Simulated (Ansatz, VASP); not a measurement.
CaO in VASP and in Ansatz

File INCAR:

```
PREC = Accurate ; ENCUT = 520
EDIFF = 1E-7 ; ISMEAR = 0
SIGMA = 0.01 ; LREAL = F
LASPH = T ; NELM = 60
ALGO = Normal ; ISIF = 2
LWAVE = F ; LCHARG = F
NBANDS = 15
```

Contents of KPOINTS:

```
Automatic mesh
0
Gamma
  8 8 8
```

The input POSCAR:

```
CaO
1.0
    2.3774893167      2.3774893167      0.0000000000
   -2.3774893167      2.3774893167      0.0000000000
    0.0000000000      2.3774893167      2.3425917474
Ca O
1 1
Direct
    0.0000000000      0.0000000000      0.0000000000
    0.5000000000      0.5000000000      0.0000000000
```

Input for Ansatz:

```yaml
crystal:
  lattice:
    - [2.37748931668, 2.37748931668, 0.0]
    - [-2.37748931668, 2.37748931668, 0.0]
    - [0.0, 2.37748931668, 2.34259174738]
  atoms:
    - { symbol: Ca, position: [0.0, 0.0, 0.0] }
    - { symbol: O, position: [0.5, 0.5, 0.0] }
kpoints:
  mp_grid: { grid: [8, 8, 8] }
scf:
  occupations: { method: fixed }
  convergence: { dr2_threshold: 1.0e-10 }
hamiltonian:
  xc: lda
  pseudopotentials: { kind: all_electron, lapw: { basis_error: 0.0005 } }
output:
  forces: true
  stress: true
  eigenstates:
    kpoints:
      - [0.0, 0.0, 0.0]
      - [-0.5, 0.5, 0.0]
      - [-0.5, -0.5, -0.5]
      - [0.0, 0.0, -0.5]
      - [0.0, -0.5, -0.5]
      - [0.0, 0.5, 0.0]
      - [-0.5, 0.0, 0.0]
      - [-0.5, 0.0, -0.5]
  eigenvalues: true
```

Change from the starting cell: film at in-plane strain +0.01.

Alike in both runs: task single point; functional LDA; k mesh 8 × 8 × 8; no spin polarisation.

```csv
,VASP,Ansatz
version,VASP 6.6.1,Ansatz 0.2.0
potentials or method,"VASP PAW LDA potentials, release 64 (Ca_sv, O), cutoff 520 eV","all-electron LAPW, scalar-relativistic"
occupations,"gaussian, width 0.01 eV",fixed
```

```csv
,VASP,Ansatz,Ansatz less VASP
gap on the k mesh at the Fermi level (eV),3.37,3.39,+0.027
pressure (GPa),-0.9,-1.8,-0.90
"traceless stress, the component that is largest in VASP (GPa)",1.93,1.84,-0.092
```

LDA's correlation is that of Perdew and Zunger in VASP and of Perdew and Wang (1992) in Ansatz. Ansatz ran all-electron here, and VASP with PAW potentials.
